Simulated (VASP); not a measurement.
# Zn in VASP: notebook, part 2 of 2

VASP 6.6.1. Earlier steps stand in the parts before.

## Step 3: Electric field gradients, PBE (atom 1 (Zn) moved by [0.028868, 0.028868, 0.028868] A)

The input, INCAR:

```
SYSTEM = Zn
PREC = Accurate
ENCUT = 520
EDIFF = 1E-8
ISMEAR = -1
SIGMA = 0.03
LREAL = .FALSE.
LASPH = .TRUE.
NELM = 100
ALGO = Normal
ISIF = 2
LWAVE = .FALSE.
LCHARG = .FALSE.
GGA = PE
LEFG = .TRUE.
NBANDS = 19
```

The input, KPOINTS:

```
regular mesh
0
G
  16 16 8
  0 0 0
```

The input, POSCAR:

```
Zn
1.0
    2.6647980532      0.0000000000      0.0000000000
   -1.3323990266      2.3077828100      0.0000000000
    0.0000000000      0.0000000000      4.9467000000
Zn
2
Direct
    0.3504209124      0.6791756428      0.2558358097
    0.6666666667      0.3333333333      0.7500000000
```

Potentials or basis: VASP PAW PBE potentials, release 64 (Zn).

On the command line:

```bash
$ cat potpaw_PBE.64/Zn/POTCAR > POTCAR
$ mpirun -np 1 vasp_std > vasp.out
```

OUTCAR:

```text
SYSTEM = Zn
   PREC = Accurate
   ENCUT = 520
   EDIFF = 1E-8
   ISMEAR = -1
   LREAL = .FALSE.
   LASPH = .TRUE.
   NELM = 100
   ISIF = 2
   GGA = PE

 ion  position               nearest neighbor table
   1  0.350  0.679  0.256-   2 2.87   2 2.88   2 2.91   2 2.92   2 2.93   2 2.96
   2  0.667  0.333  0.750-   1 2.87   1 2.88   1 2.91   1 2.92   1 2.93   1 2.96

  LATTYP: Found a hexagonal cell.
 ALAT       =     2.6647980532
 C/A-ratio  =     1.8563132745

  Lattice vectors:

 A1 = (   2.6647980532,   0.0000000000,   0.0000000000)
 A2 = (  -1.3323990266,   2.3077828100,   0.0000000000)
 A3 = (   0.0000000000,   0.0000000000,   4.9467000000)

Analysis of symmetry for initial positions (statically):
=====================================================================
 Subroutine PRICEL returns:
 Original cell was already a primitive cell.

 Routine SETGRP: Setting up the symmetry group for a
 hexagonal supercell.

 Subroutine GETGRP returns: Found  2 space group operations
 (whereof  1 operations were pure point group operations)
 out of a pool of 24 trial point group operations.

The static configuration has the point symmetry C_1 .
 The point group associated with its full space group is S_2 .

Analysis of symmetry for dynamics (positions and initial velocities):
=====================================================================
 Subroutine PRICEL returns:
 Original cell was already a primitive cell.

 Routine SETGRP: Setting up the symmetry group for a
 hexagonal supercell.

 Subroutine GETGRP returns: Found  2 space group operations
 (whereof  1 operations were pure point group operations)
 out of a pool of 24 trial point group operations.

The dynamic configuration has the point symmetry C_1 .
 The point group associated with its full space group is S_2 .

 Subroutine INISYM returns: Found  2 space group operations
 (whereof  1 operations are pure point group operations),
 and found     1 'primitive' translations

----------------------------------------------------------------------------------------

                                     Primitive cell

  volume of cell :      30.4211

  direct lattice vectors                    reciprocal lattice vectors
     2.664798053  0.000000000  0.000000000     0.375262958  0.216658170  0.000000000
    -1.332399027  2.307782810  0.000000000     0.000000000  0.433316340  0.000000000
     0.000000000  0.000000000  4.946700000     0.000000000  0.000000000  0.202154972

  length of vectors
     2.664798053  2.664798053  4.946700000     0.433316340  0.433316340  0.202154972

  position of ions in fractional coordinates (direct lattice)
     0.350420912  0.679175643  0.255835810
     0.666666667  0.333333333  0.750000000

  ion indices of the primitive-cell ions
   primitive index   ion index
                 1           1
                 2           2

[... 75 lines left out ...]
   IBRION =     -1    ionic relax: 0-MD 1-quasi-New 2-CG
   NFREE  =      0    steps in history (QN), initial steepest desc. (CG)
   ISIF   =      2    stress and relaxation
   ISYM   =      2    0-nonsym 1-usesym 2-fastsym
   POTIM  = 0.5000    time-step for ionic-motion
   TEBEG  =    0.0;   TEEND  =   0.0 temperature during run
   PSTRESS=    0.0 pullay stress
   NELECT =      24.0000    total number of electrons
   NUPDOWN=      -1.0000    fix difference up-down
   EMIN   =  10.00;   EMAX   =-10.00  energy-range for DOS
   EFERMI =   0.00;   METHOD = LEGACY
   ISMEAR =    -1;   SIGMA  =   0.03  broadening in eV -4-tet -1-fermi 0-gaus
   EFERMI_NEDOS =   21; number of points for ismear=-14 and -15
   IALGO  =     38    algorithm
   IMIX   =      4    mixing-type and parameters
     AMIX     =   0.40;   BMIX     =  1.00
     AMIX_MAG =   1.60;   BMIX_MAG =  1.00
  volume/ion in A,a.u.               =      15.21       102.65
  Fermi-wavevector in a.u.,A,eV,Ry     =   1.512703  2.858594 31.133805  2.288270
  Thomas-Fermi vector in A             =   2.622592
   LORBIT       =      0    0 simple, 1 ext, 2 COOP (PROOUT), +10 PAW based schemes
   GGA     = PE    functional components
   LHFCALC =     F    Hartree Fock is set to
   AEXX    =    0.0000 exact exchange contribution
   IVDW    =     0    specifies the selected vdW correction
   LEPSILON=     F    determine dielectric tensor
   LRPA    =     F    only Hartree local field effects (RPA)
 non-spin polarized calculation
  energy-cutoff  :      520.00
  volume of cell :       30.42
 maximum number of plane-waves:       843
   NGX =  9   NGY =  9   NGZ = 19

 number of electron      24.0000003 magnetization

 Free energy of the ion-electron system (eV)
  ---------------------------------------------------
  ext. energy  EPLUGINS =         0.00000000
  ---------------------------------------------------
  free energy    TOTEN  =        -2.22498092 eV

  energy without entropy =       -2.22452776  energy(sigma->0) =       -2.22475434

 E-fermi :   3.1764     XC(G=0): -11.5517

 val. band max:        3.1092517491   @ k =   0.3750   0.2500   0.5000
 cond. band min:       3.1903322834   @ k =   0.5000  -0.0000   0.5000
 fundamental gap:      0.0810805343
 Fermi energy:         3.1763727288

 k-point     1 :       0.0000    0.0000    0.0000
  band No.  band energies     occupation
      1      -7.2913      2.00000
      2      -5.4978      2.00000
      3      -4.8042      2.00000
      4      -4.5761      2.00000
      5      -4.5712      2.00000
      6      -4.5262      2.00000
[... 505 lines left out ...]
      6      -4.4078      2.00000
[... 11 lines left out ...]
     18      17.3554      0.00000
     19      18.5714      0.00000

 [... further k-points ...]

------------------------ aborting loop because EDIFF is reached ----------------------------------------

  FORCE on cell =-STRESS in cart. coord.  units (eV):
  Direction    XX          YY          ZZ          XY          YZ          ZX
  --------------------------------------------------------------------------------------
  -------------------------------------------------------------------------------------
  Total        0.0214326      0.0011035     -0.0863932      0.0115027      0.0027089      0.0026713
  in kB        1.1287825      0.0581192     -4.5500393      0.6058106      0.1426670      0.1406897
  external PRESSURE =      -1.1210459 kB  Pullay stress =       0.0000000 kB

 VOLUME and BASIS-vectors are now :
 -----------------------------------------------------------------------------
  energy-cutoff  :      520.00
  volume of cell :       30.42
      direct lattice vectors                 reciprocal lattice vectors
     2.664798053  0.000000000  0.000000000     0.375262958  0.216658170  0.000000000
    -1.332399027  2.307782810  0.000000000     0.000000000  0.433316340  0.000000000
     0.000000000  0.000000000  4.946700000     0.000000000  0.000000000  0.202154972

 POSITION                                       TOTAL-FORCE (eV/Angst)
 -----------------------------------------------------------------------------------
      0.02887      1.56739      1.26554        -0.014493     -0.015522     -0.065099
      1.33240      0.76926      3.71002         0.014493      0.015522      0.065099
 -----------------------------------------------------------------------------------
    total drift:                                0.000044     -0.000097     -0.000043

  FREE ENERGIE OF THE ION-ELECTRON SYSTEM (eV)
  ---------------------------------------------------
  free  energy   TOTEN  =        -2.2249809179 eV

  energy  without entropy=       -2.2245277611  energy(sigma->0) =       -2.22475434

 Electric field gradients (V/A^2)
---------------------------------------------------------------------
 ion       V_xx      V_yy      V_zz      V_xy      V_xz      V_yz
---------------------------------------------------------------------
   1     -18.094   -19.766    37.860     0.845    -0.026    -0.027
   2     -18.099   -19.763    37.862     0.854    -0.026    -0.027
---------------------------------------------------------------------

 Electric field gradients after diagonalization (V/A^2)
 (convention: |V_zz| > |V_xx| > |V_yy|)
----------------------------------------------------------------------
 ion       V_xx      V_yy      V_zz     asymmetry (V_yy - V_xx)/ V_zz
----------------------------------------------------------------------
   1     -20.119   -17.741    37.860       0.063
   2     -20.123   -17.739    37.862       0.063
----------------------------------------------------------------------

           NMR quadrupolar parameters

 Cq : quadrupolar parameter    Cq=e*Q*V_zz/h
 eta: asymmetry parameters     (V_yy - V_xx)/ V_zz
 Q  : nuclear electric quadrupole moment in mb (millibarn)
----------------------------------------------------------------------
 ion       Cq(MHz)       eta       Q (mb)
----------------------------------------------------------------------
   1       0.092       0.063       1.000
   2       0.092       0.063       1.000
----------------------------------------------------------------------
```

stdout:

```text
POSCAR found type information on POSCAR Zn
 POSCAR found :  1 types and       2 ions
 scaLAPACK will be used
 LDA part: xc-table for (Slater+PW92), standard interpolation
 POSCAR, INCAR and KPOINTS ok, starting setup
 FFT: planning ... GRIDC
 FFT: planning ... GRID_SOFT
 FFT: planning ... GRID
 WAVECAR not read
 entering main loop
ion   1
     0.0000468     0.0496436    -0.0011336     1.8754525    -0.0010879     0.0478167
     0.0000645     0.0496436    -0.0011336     1.8754525    -0.0010879     0.0478167
     0.0000888     0.0496436    -0.0011336     1.8754524    -0.0010879     0.0478167
     0.0001223     0.0496436    -0.0011336     1.8754523    -0.0010879     0.0478167

     0.0000468    -0.7841856     0.0265205   -30.5802473     0.0251623    -0.7717358
     0.0000645    -0.7841665     0.0265199   -30.5794997     0.0251617    -0.7717172
     0.0000888    -0.7841350     0.0265189   -30.5782692     0.0251608    -0.7716864
     0.0001223    -0.7840833     0.0265172   -30.5762534     0.0251592    -0.7716361

ion   2
     0.0000468     0.0496436    -0.0011336     1.8754525    -0.0010879     0.0478167
     0.0000645     0.0496436    -0.0011336     1.8754525    -0.0010879     0.0478167
     0.0000888     0.0496436    -0.0011336     1.8754524    -0.0010879     0.0478167
     0.0001223     0.0496436    -0.0011336     1.8754523    -0.0010879     0.0478167

     0.0000468    -0.7841856     0.0265205   -30.5802473     0.0251623    -0.7717358
     0.0000645    -0.7841665     0.0265199   -30.5794997     0.0251617    -0.7717172
     0.0000888    -0.7841350     0.0265189   -30.5782692     0.0251608    -0.7716864
     0.0001223    -0.7840833     0.0265172   -30.5762534     0.0251592    -0.7716361
```

It took 7.1 min on 1 thread of Intel Xeon Platinum 8259CL at 2.50GHz (Skylake/Cascade Lake), shared host; peak memory 0.54 GiB.

Results:

- Free energy: -2.2250 eV
- Pressure: -0.1 GPa
- Largest force: 0.068 eV/Å
- Band gap on the k mesh: zero (bands 12 and 13 overlap by 4.31 eV)
- Largest electric field gradient by atom: Zn +37.9 V/Å²

Forces in eV/Å, atoms in the order of the input:
```
Zn  -0.014 -0.016 -0.065
Zn   0.014  0.016  0.065
```

Electric field gradients, principal values (V/Å²):
```csv
atom,least,middle,greatest (by size)
1 Zn,-17.741,-20.119,37.860
2 Zn,-17.739,-20.123,37.862
```

Caveat: the cell differs from its parent crystal (atom 1 (Zn) moved by [0.028868, 0.028868, 0.028868] A); without QUAD_EFG the Cq values of the log hold for a quadrupole moment of 1 mb, not for the nuclei.
